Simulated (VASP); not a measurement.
# BN (Pm) in VASP: notebook

BN is run at these levels: PBE; tasks: single point.

Everything below comes from runs of VASP 6.6.1. Logs are shortened: lines on timing, memory, paths and dates and some standing lists are left out, and cuts for length are marked.

### Step 1. The cell of the first run

The structure is monoclinic, space group Pm (No. 6). Conventional cell: a = 2.512 Å, b = 8.344 Å, c = 2.512 Å, α = 90.00°, β = 120.00°, γ = 90.00°. B (site symmetry m) has 2 N at 1.20 to 1.40 Å within 1.6 Å. Within 1.9 Å of B (site symmetry m) lie 3 N at 1.45 Å. Within 1.9 Å of N (site symmetry m) lie 3 B at 1.45 Å. N (site symmetry m) has 2 B at 1.20 to 1.40 Å within 1.6 Å.

### Step 2. Single point, PBE (atom 1 (B) moved +0.400 Å along Cartesian [1 1 0])

INCAR

```
PREC = Accurate
ENCUT = 520
EDIFF = 1E-6
ISMEAR = 0
SIGMA = 0.05
LREAL = False
LASPH = True
NELM = 100
ALGO = Normal
ISIF = 2
LWAVE = False
LCHARG = True
GGA = PE
LELF = True
LVHAR = True
NBANDS = 16
```

KPOINTS

```
regular mesh
0
Gamma
  12 12 4
```

POSCAR

```
BN
1.0
    2.5121751215      0.0000000000      0.0000000000
   -1.2560875608      2.1756074740      0.0000000000
    0.0000000000      0.0000000000      8.3436910039
B N
2 2
Direct
    0.5109252635      0.7966729825      0.2500000000
    0.6666666667      0.3333333333      0.7500000000
    0.3333333333      0.6666666667      0.7500000000
    0.6666666667      0.3333333333      0.2500000000
```

Potentials or basis: VASP PAW PBE potentials, release 64 (B, N).

On the command line:

```sh
$ cat potpaw_PBE.64/B/POTCAR potpaw_PBE.64/N/POTCAR > POTCAR
$ mpirun -np 1 vasp_std > vasp.out
```

OUTCAR:

```text
PREC = Accurate
   ENCUT = 520
   EDIFF = 1E-6
   ISMEAR = 0
   LREAL = False
   LASPH = True
   NELM = 100
   ISIF = 2
   GGA = PE

 ion  position               nearest neighbor table
   1  0.511  0.797  0.250-   4 1.20   4 1.40   4 1.84
   2  0.667  0.333  0.750-   3 1.45   3 1.45   3 1.45
   3  0.333  0.667  0.750-   2 1.45   2 1.45   2 1.45
   4  0.667  0.333  0.250-   1 1.20   1 1.40   1 1.84

  LATTYP: Found a hexagonal cell.
 ALAT       =     2.5121751215
 C/A-ratio  =     3.3213015018

  Lattice vectors:

 A1 = (   2.5121751215,   0.0000000000,   0.0000000000)
 A2 = (  -1.2560875608,   2.1756074740,   0.0000000000)
 A3 = (   0.0000000000,   0.0000000000,   8.3436910039)

Analysis of symmetry for initial positions (statically):
=====================================================================
 Subroutine PRICEL returns:
 Original cell was already a primitive cell.

 Routine SETGRP: Setting up the symmetry group for a
 hexagonal supercell.

 Subroutine GETGRP returns: Found  2 space group operations
 (whereof  1 operations were pure point group operations)
 out of a pool of 24 trial point group operations.

The static configuration has the point symmetry C_1 .
 The point group associated with its full space group is C_1h.

Analysis of symmetry for dynamics (positions and initial velocities):
=====================================================================
 Subroutine PRICEL returns:
 Original cell was already a primitive cell.

 Routine SETGRP: Setting up the symmetry group for a
 hexagonal supercell.

 Subroutine GETGRP returns: Found  2 space group operations
 (whereof  1 operations were pure point group operations)
 out of a pool of 24 trial point group operations.

The dynamic configuration has the point symmetry C_1 .
 The point group associated with its full space group is C_1h.

 Subroutine INISYM returns: Found  2 space group operations
 (whereof  1 operations are pure point group operations),
 and found     1 'primitive' translations

----------------------------------------------------------------------------------------

                                     Primitive cell

  volume of cell :      45.6025

  direct lattice vectors                    reciprocal lattice vectors
     2.512175121  0.000000000  0.000000000     0.398061422  0.229820869  0.000000000
    -1.256087561  2.175607474  0.000000000     0.000000000  0.459641738  0.000000000
     0.000000000  0.000000000  8.343691004     0.000000000  0.000000000  0.119851035

  length of vectors
     2.512175121  2.512175122  8.343691004     0.459641738  0.459641738  0.119851035

  position of ions in fractional coordinates (direct lattice)
     0.510925263  0.796672982  0.250000000
     0.666666667  0.333333333  0.750000000
     0.333333333  0.666666667  0.750000000
     0.666666667  0.333333333  0.250000000

  ion indices of the primitive-cell ions
   primitive index   ion index
                 1           1
                 2           2
                 3           3
                 4           4

----------------------------------------------------------------------------------------

 KPOINTS: regular mesh

Automatic generation of k-mesh.
 Grid dimensions read from file:
 generate k-points for:   12   12    4

 Generating k-lattice:

  Cartesian coordinates                     Fractional coordinates (reciprocal lattice)
     0.033171785  0.019151739  0.000000000     0.083333333  0.000000000  0.000000000
     0.000000000  0.038303478  0.000000000     0.000000000  0.083333333  0.000000000
     0.000000000  0.000000000  0.029962759     0.000000000  0.000000000  0.250000000

  Length of vectors
     0.038303478  0.038303478  0.029962759

  Shift w.r.t. Gamma in fractional coordinates (k-lattice)
     0.000000000  0.000000000  0.000000000

 Subroutine IBZKPT returns following result:
 ===========================================

 Found    222 irreducible k-points:

 Following reciprocal coordinates:
            Coordinates               Weight
  0.000000  0.000000  0.000000      1.000000
  0.083333 -0.000000  0.000000      2.000000
  0.000000  0.083333  0.000000      2.000000
 -0.083333  0.083333  0.000000      2.000000
  0.166667  0.000000  0.000000      2.000000
  0.000000  0.166667  0.000000      2.000000
[... 16 lines left out ...]
  0.166667  0.083333  0.000000      2.000000
 -0.083333  0.250000  0.000000      2.000000
 [... further k-points ...]
   k-points           NKPTS =    222   k-points in BZ     NKDIM =    222   number of bands    NBANDS=     16
   number of dos      NEDOS =    301   number of ions     NIONS =      4
   total plane-waves  NPLWV =  25600
   dimension x,y,z NGX =    20 NGY =   20 NGZ =   64
   dimension x,y,z NGXF=    40 NGYF=   40 NGZF=  128
   ions per type =               2   2
   NGX,Y,Z   is equivalent  to a cutoff of  13.24, 13.24, 12.75 a.u.
   NGXF,Y,Z  is equivalent  to a cutoff of  26.47, 26.47, 25.50 a.u.
 SYSTEM =  unknown system
   PREC   = accura    normal or accurate (medium, high low for compatibility)
   ISTART =      0    job   : 0-new  1-cont  2-samecut
   ICHARG =      2    charge: 1-file 2-atom 10-const
   ISPIN  =      1    spin polarized calculation?
   LNONCOLLINEAR =      F non collinear calculations
   LSORBIT =      F    spin-orbit coupling
   LASPH  =      T    aspherical Exc in radial PAW
   ENCUT  =  520.0 eV  38.22 Ry    6.18 a.u.   4.67  4.67 15.51*2*pi/ulx,y,z
   NELM   =    100;   NELMIN=  2; NELMDL= -5     # of ELM steps
   EDIFF  = 0.1E-05   stopping-criterion for ELM
   LREAL  =      F    real-space projection
   EDIFFG = 0.1E-04   stopping-criterion for IOM
   NSW    =      0    number of steps for IOM
   IBRION =     -1    ionic relax: 0-MD 1-quasi-New 2-CG
   NFREE  =      0    steps in history (QN), initial steepest desc. (CG)
   ISIF   =      2    stress and relaxation
   ISYM   =      2    0-nonsym 1-usesym 2-fastsym
   POTIM  = 0.5000    time-step for ionic-motion
   TEBEG  =    0.0;   TEEND  =   0.0 temperature during run
   PSTRESS=    0.0 pullay stress
   NELECT =      16.0000    total number of electrons
   NUPDOWN=      -1.0000    fix difference up-down
   EMIN   =  10.00;   EMAX   =-10.00  energy-range for DOS
   EFERMI =   0.00;   METHOD = LEGACY
   ISMEAR =     0;   SIGMA  =   0.05  broadening in eV -4-tet -1-fermi 0-gaus
   EFERMI_NEDOS =   21; number of points for ismear=-14 and -15
   IALGO  =     38    algorithm
   IMIX   =      4    mixing-type and parameters
     AMIX     =   0.40;   BMIX     =  1.00
     AMIX_MAG =   1.60;   BMIX_MAG =  1.00
  volume/ion in A,a.u.               =      11.40        76.94
  Fermi-wavevector in a.u.,A,eV,Ry     =   1.154654  2.181980 18.139645  1.333226
  Thomas-Fermi vector in A             =   2.291289
   LORBIT       =      0    0 simple, 1 ext, 2 COOP (PROOUT), +10 PAW based schemes
   GGA     = PE    functional components
   LHFCALC =     F    Hartree Fock is set to
   AEXX    =    0.0000 exact exchange contribution
   IVDW    =     0    specifies the selected vdW correction
   LEPSILON=     F    determine dielectric tensor
   LRPA    =     F    only Hartree local field effects (RPA)
 non-spin polarized calculation
 Gauss-broadening in eV      SIGMA  =   0.05
  energy-cutoff  :      520.00
  volume of cell :       45.60
 maximum number of plane-waves:      1267
   NGX =  9   NGY =  9   NGZ = 31

 number of electron      15.9999998 magnetization

 Free energy of the ion-electron system (eV)
  ---------------------------------------------------
  ext. energy  EPLUGINS =         0.00000000
  ---------------------------------------------------
  free energy    TOTEN  =       -32.91986364 eV

  energy without entropy =      -32.91986364  energy(sigma->0) =      -32.91986364

 E-fermi :   2.6577     XC(G=0):  -8.5499

 val. band max:        2.4467811921   @ k =   0.0000   0.0000   0.5000
 cond. band min:       4.2252772838   @ k =   0.0000   0.5000   0.5000
 fundamental gap:      1.7784960917
 Fermi energy:         2.6576684047

 k-point     1 :       0.0000    0.0000    0.0000
  band No.  band energies     occupation
      1     -17.0862      2.00000
      2     -16.9823      2.00000
      3      -5.0252      2.00000
      4      -4.7536      2.00000
      5      -4.4263      2.00000
      6      -0.8204      2.00000
[... 8 lines left out ...]
     15      13.1709      0.00000
     16      14.0577      0.00000

 k-point     2 :       0.0833   -0.0000    0.0000
  band No.  band energies     occupation
      1     -16.9530      2.00000
      2     -16.8427      2.00000
      3      -4.8605      2.00000
      4      -4.8594      2.00000
      5      -4.2630      2.00000
      6      -1.3776      2.00000
[... 8 lines left out ...]
     15      12.8421      0.00000
     16      14.3545      0.00000

 k-point     3 :       0.0000    0.0833    0.0000
  band No.  band energies     occupation
      1     -16.9543      2.00000
      2     -16.8711      2.00000
      3      -4.9592      2.00000
      4      -4.8401      2.00000
      5      -4.2491      2.00000
      6      -1.3776      2.00000
[... 8 lines left out ...]
     15      12.7408      0.00000
     16      14.2962      0.00000

 k-point     4 :      -0.0833    0.0833    0.0000
  band No.  band energies     occupation
      1     -16.9541      2.00000
      2     -16.8672      2.00000
      3      -4.9547      2.00000
      4      -4.8430      2.00000
      5      -4.2512      2.00000
      6      -1.3776      2.00000
[... 8 lines left out ...]
     15      12.7639      0.00000
     16      14.3987      0.00000
[... 324 lines left out ...]
 k-point    22 :      -0.1667    0.0833    0.0000
  band No.  band energies     occupation
      1     -16.6913      2.00000
      2     -16.5895      2.00000
      3      -5.1794      2.00000
      4      -4.5195      2.00000
      5      -3.9303      2.00000
      6      -2.2908      2.00000
[... 8 lines left out ...]
     15      13.5277      0.00000
     16      14.2657      0.00000

 k-point    23 :       0.1667    0.0833    0.0000
  band No.  band energies     occupation
      1     -16.1832      2.00000
      2     -16.0740      2.00000
      3      -5.5445      2.00000
      4      -3.8882      2.00000
      5      -3.7703      2.00000
      6      -3.2933      2.00000
[... 8 lines left out ...]
     15      13.5218      0.00000
     16      14.6944      0.00000

 k-point    24 :      -0.0833    0.2500    0.0000
  band No.  band energies     occupation
      1     -16.2943      2.00000
      2     -16.1778      2.00000
      3      -6.0434      2.00000
      4      -3.7703      2.00000
      5      -3.7282      2.00000
      6      -3.1895      2.00000
[... 8 lines left out ...]
     15      12.7335      0.00000
     16      14.8264      0.00000

 [... further k-points ...]
[... 5 lines left out ...]
  --------------------------------------------------------------------------------------
  -------------------------------------------------------------------------------------
  Total        2.9552372     11.6929490     -0.0301699     -2.3313308      0.0000000      0.0000000
  in kB      103.8279476    410.8146975     -1.0599741    -81.9079034      0.0000000      0.0000000
  external PRESSURE =     171.1942237 kB  Pullay stress =       0.0000000 kB

 VOLUME and BASIS-vectors are now :
 -----------------------------------------------------------------------------
  energy-cutoff  :      520.00
  volume of cell :       45.60
      direct lattice vectors                 reciprocal lattice vectors
     2.512175121  0.000000000  0.000000000     0.398061422  0.229820869  0.000000000
    -1.256087561  2.175607474  0.000000000     0.000000000  0.459641738  0.000000000
     0.000000000  0.000000000  8.343691004     0.000000000  0.000000000  0.119851035

 POSITION                                       TOTAL-FORCE (eV/Angst)
 -----------------------------------------------------------------------------------
      0.28284      1.73325      2.08592        -0.551897    -12.161299      0.000000
      1.25609      0.72520      6.25777        -0.000105     -0.000255      0.000000
     -0.00000      1.45040      6.25777         0.001207      0.000535      0.000000
      1.25609      0.72520      2.08592         0.550794     12.161019      0.000000
 -----------------------------------------------------------------------------------
    total drift:                               -0.000037     -0.000025      0.000000

  FREE ENERGIE OF THE ION-ELECTRON SYSTEM (eV)
  ---------------------------------------------------
  free  energy   TOTEN  =       -32.9198636441 eV

  energy  without entropy=      -32.9198636441  energy(sigma->0) =      -32.91986364
```

It took 91 s on 1 thread of AMD EPYC 9R14 (Zen 4), shared host; peak memory 0.23 GiB.

What came out:

| Quantity | Value |
| --- | --- |
| Free energy | -32.9199 eV |
| Pressure | 17.1 GPa |
| Largest force | 12.174 eV/Å |
| Band gap on the k mesh | 1.78 eV (least direct gap 2.49 eV) |

Forces in eV/Å, atoms in the order of the input:
```
B    -0.552 -12.161   0.000
B     0.000   0.000   0.000
N     0.001   0.001   0.000
N     0.551  12.161   0.000
```

Levels at points of the mesh, in eV from the valence-band top:
```csv
k point,band 4,band 5,band 6,band 7,band 8,band 9,band 10,band 11,band 12,band 13
"(0.00, 0.00, 0.00)",-7.20,-6.87,-3.27,-3.27,0.00,2.49,5.84,6.63,8.58,9.59
"(0.50, 0.00, 0.00)",-9.90,-8.38,-6.04,-4.19,-2.81,2.85,6.29,7.25,7.85,10.45
"(0.00, 0.50, 0.00)",-10.77,-6.04,-3.88,-2.83,-2.38,1.78,2.90,6.06,7.72,9.74
"(0.50, 0.50, 0.00)",-10.77,-6.04,-3.57,-2.92,-2.69,2.41,3.00,4.14,7.71,10.12
"(0.00, 0.00, 0.50)",-7.21,-7.12,-3.27,-3.27,0.00,3.74,3.75,6.93,9.59,9.59
"(0.50, 0.00, 0.50)",-9.90,-8.38,-6.04,-4.18,-2.82,2.85,6.17,7.43,7.80,10.60
"(0.00, 0.50, 0.50)",-10.77,-6.04,-3.88,-2.82,-2.39,1.78,2.85,6.08,7.78,10.28
"(0.50, 0.50, 0.50)",-10.77,-6.04,-3.57,-2.82,-2.79,2.51,2.85,4.15,7.77,10.57
```

Caveat: the cell differs from its parent crystal (atom 1 (B) moved +0.400 Å along Cartesian [1 1 0]); the cell stands under pressure; this functional lacks dispersion, which binds the layers, so the pressure and a relaxed spacing across them are unreliable; forces of over 1 eV/Å act on the atoms, so gaps and moduli don't describe the material at rest. A k mesh can miss the band edges.

### Step 3. Single point, PBE (atom 1 (B) moved -0.400 Å along Cartesian [1 1 0])

INCAR

```
SYSTEM = BN
  PREC = Accurate
  ENCUT = 520
  EDIFF = 1E-6
  ISMEAR = 0
  SIGMA = 0.05
  LREAL = .FALSE.
  LASPH = .TRUE.
  NELM = 60
  ALGO = Normal
  ISIF = 2
  LWAVE = .FALSE.
  LCHARG = .FALSE.
  GGA = PE
  NBANDS = 16
```

KPOINTS

```
regular mesh
0
G
  12 12 4
  0 0 0
```

Edit POSCAR of step 2 so:

```diff
@@ -8,3 +8,3 @@
 Direct
-    0.5109252635      0.7966729825      0.2500000000
+    0.1557414032      0.5366603508      0.2500000000
     0.6666666667      0.3333333333      0.7500000000
```

Potentials or basis: VASP PAW PBE potentials, release 64 (B, N).

On the command line:

```sh
$ cat potpaw_PBE.64/B/POTCAR potpaw_PBE.64/N/POTCAR > POTCAR
$ mpirun -np 1 vasp_std > vasp.out
```

Run time: 91 s. Hardware: 1 thread of AMD EPYC 9R14 (Zen 4), shared host; peak memory 0.23 GiB.

Results (log left out):

| Property | Result |
| --- | --- |
| Free energy | -30.3247 eV |
| Pressure | 34.4 GPa |
| Largest force | 34.216 eV/Å |
| Band gap on the k mesh | 2.76 eV (least direct gap 2.91 eV) |

Forces in eV/Å, atoms in the order of the input:
```
B    30.836  14.829   0.000
B     0.000   0.000   0.000
N     0.000  -0.001   0.000
N   -30.835 -14.829   0.000
```

Stress tensor (GPa, compression positive):
```
83.12 38.98  0.00
38.98 20.32  0.00
 0.00  0.00 -0.17
```

Levels at points of the mesh, in eV from the valence-band top:
```csv
k point,band 4,band 5,band 6,band 7,band 8,band 9,band 10,band 11,band 12,band 13
"(0.00, 0.00, 0.00)",-6.58,-6.18,-2.95,-2.95,0.00,2.91,6.14,7.10,8.28,9.91
"(0.50, 0.00, 0.00)",-9.85,-5.72,-4.22,-2.59,-2.47,2.77,3.21,8.01,8.73,9.83
"(0.00, 0.50, 0.00)",-9.62,-6.23,-5.72,-3.87,-2.49,3.17,6.16,6.17,8.06,10.73
"(0.50, 0.50, 0.00)",-9.86,-5.72,-4.21,-3.44,-2.48,3.15,4.52,4.82,8.04,10.67
"(0.00, 0.00, 0.50)",-6.81,-6.18,-2.95,-2.95,0.00,4.06,4.21,7.21,9.41,9.91
"(0.50, 0.00, 0.50)",-9.85,-5.72,-4.22,-2.56,-2.50,2.76,3.17,8.11,8.74,10.45
"(0.00, 0.50, 0.50)",-9.62,-6.23,-5.72,-3.86,-2.50,3.17,6.06,6.20,8.11,11.12
"(0.50, 0.50, 0.50)",-9.86,-5.72,-4.21,-3.42,-2.50,3.17,4.53,4.73,8.09,11.15
```

Caveat: the cell differs from its parent crystal (atom 1 (B) moved -0.400 Å along Cartesian [1 1 0]); atoms lie so close that the PAW spheres overlap strongly, which falsifies energies and pressures; the cell stands under pressure; this functional lacks dispersion, which binds the layers, so the pressure and a relaxed spacing across them are unreliable; forces of over 1 eV/Å act on the atoms, so gaps and moduli don't describe the material at rest. A k mesh can miss the band edges.
